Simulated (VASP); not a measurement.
Wanted: the native input for a VASP 6.6.1 run.

| Quantity | Value |
| --- | --- |
| Task | single point |
| Functional | r2SCAN |
| Potentials or basis | VASP PAW PBE potentials, release 64 (Cu) |
| Cutoff | 660 eV |
| k mesh | 12 × 12 × 12 |
| Occupations | fermi-dirac, width 0.1 eV |
| Spin | no spin polarisation |
| Dipole correction | no |
| Further INCAR settings | ALGO = Normal; EDIFF = 1e-06; NBANDS = 18 |

The system is Cu.

```
Cu
1.0
     0.00000    2.58908    2.58908
     2.58908    0.00000    2.58908
     2.58908    2.58908    0.00000
Cu
2
Direct
  0.12500 0.12500 0.12500
  0.87500 0.87500 0.87500
```

This cell differs from its parent crystal: volume scaled by 0.96.

One way to write it, as run:

POSCAR

```
Cu
1.0
    0.0000000000      2.5890838321      2.5890838321
    2.5890838321      0.0000000000      2.5890838321
    2.5890838321      2.5890838321      0.0000000000
Cu
2
Direct
    0.1250000000      0.1250000000      0.1250000000
    0.8750000000      0.8750000000      0.8750000000
```

INCAR.step1

```
SYSTEM = Cu
PREC = Accurate
ENCUT = 660
ISMEAR = -1
SIGMA = 0.1
LREAL = .False.
LASPH = .True.
NELM = 120
NBANDS = 18
GGA = PE
ALGO = Normal
EDIFF = 1E-5
LWAVE = .True.
LCHARG = .False.
GGA_COMPAT = .False.
```

INCAR.step2

```
SYSTEM = Cu
PREC = Accurate
ENCUT = 660
EDIFF = 1E-6
ISMEAR = -1
SIGMA = 0.1
LREAL = .False.
LASPH = .True.
NELM = 120
ALGO = Normal
ISIF = 2
LWAVE = .False.
LCHARG = .False.
METAGGA = R2SCAN
LMIXTAU = .True.
NBANDS = 18
ISTART = 1
GGA_COMPAT = .False.
```

KPOINTS

```
Automatic mesh
0
Gamma
  12 12 12
  0 0 0
```

Potentials or basis: VASP PAW PBE potentials, release 64 (Cu).

The run is started by

```bash
$ cat potpaw_PBE.64/Cu/POTCAR > POTCAR
$ cp INCAR.step1 INCAR
$ mpirun -np 1 vasp_std > vasp.out
$ cp INCAR.step2 INCAR
$ mpirun -np 1 vasp_std > vasp.out
```

It gave:

| Property | Result |
| --- | --- |
| Pressure | 3.2 GPa |
| Band gap on the k mesh | zero (band 11 reaches 4.22 eV, above the bottom of band 12 at 3.10 eV) |

Caveat: the PAW data sets were made with another functional, which shifts forces and pressure a little.

Wall time 2.5 min on 1 thread of Intel(R) Xeon(R) 6975P-C (Granite Rapids), on a shared host, peak memory 0.21 GiB.
